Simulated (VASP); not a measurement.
Write the native input for VASP 6.6.1 that does the following.

- Task: single point
- Functional: PBE
- Potentials or basis: VASP PAW PBE potentials, release 64 (Ti_sv, Te)
- Cutoff: 500 eV
- k mesh: 10 × 10 × 10
- Occupations: fermi-dirac, width 0.001 eV
- Spin: collinear spin, ferromagnetic start
- Starting moments: [0.2, 0.2, 0.2] μB
- Dipole correction: no
- Further INCAR settings: ALGO = Normal; EDIFF = 1e-06; NBANDS = 23

The structure of TiTe2 lies in POSCAR:

```
TiTe2
1.0
    0.0000000000      3.4428591255      3.4428591255
    3.4428591255      0.0000000000      3.4428591255
    3.4428591255      3.4428591255      0.0000000000
Ti Te
1 2
Direct
    0.0000000000      0.0000000000      0.0000000000
    0.2500000000      0.2500000000      0.2500000000
    0.7500000000      0.7500000000      0.7500000000
```

One way to write it, as run:

INCAR

```
SYSTEM = TiTe2
ALGO     = Normal         ! electronic algorithm
EDIFF    = 1E-6           ! SCF threshold, eV
ENCUT    = 500            ! plane-wave cutoff, eV
GGA      = PE             ! functional
GGA_COMPAT= .FALSE.      
ISIF     = 2              ! what is computed and relaxed
ISMEAR   = -1             ! smearing method
ISPIN    = 2              ! spin polarisation
LASPH    = .TRUE.         ! aspherical terms in the spheres
LCHARG   = .FALSE.        ! write CHGCAR
LMAXMIX  = 4              ! l up to which the mixer works
LORBIT   = 11             ! projections on sites
LREAL    = .FALSE.        ! projectors in reciprocal space
LWAVE    = .FALSE.        ! write WAVECAR
MAGMOM   = 0.2 0.2 0.2    ! initial moments
NBANDS   = 23             ! bands
NELM     = 200            ! most SCF steps
PREC     = Accurate       ! precision mode
SIGMA    = 0.001          ! smearing width, eV
```

KPOINTS

```
k-points
0
G
  10 10 10
  0 0 0
```

Potentials or basis: VASP PAW PBE potentials, release 64 (Ti_sv, Te).

Launch:

```bash
$ cat potpaw_PBE.64/Ti_sv/POTCAR potpaw_PBE.64/Te/POTCAR > POTCAR
$ mpirun -np 1 vasp_std > vasp.out
```

It gave:

```yaml
Pressure: 0.1 GPa
Net_moment: 0.62 μB per cell
Site_moments: Ti +0.55; Te -0.04 μB
Valence_electrons_inside_the_program's_atomic_spheres: Ti 10.09; Te 3.39
```

Run time: 3.4 min on 1 thread of Intel Xeon 6975P-C, on a shared host, peak memory 0.32 GiB.
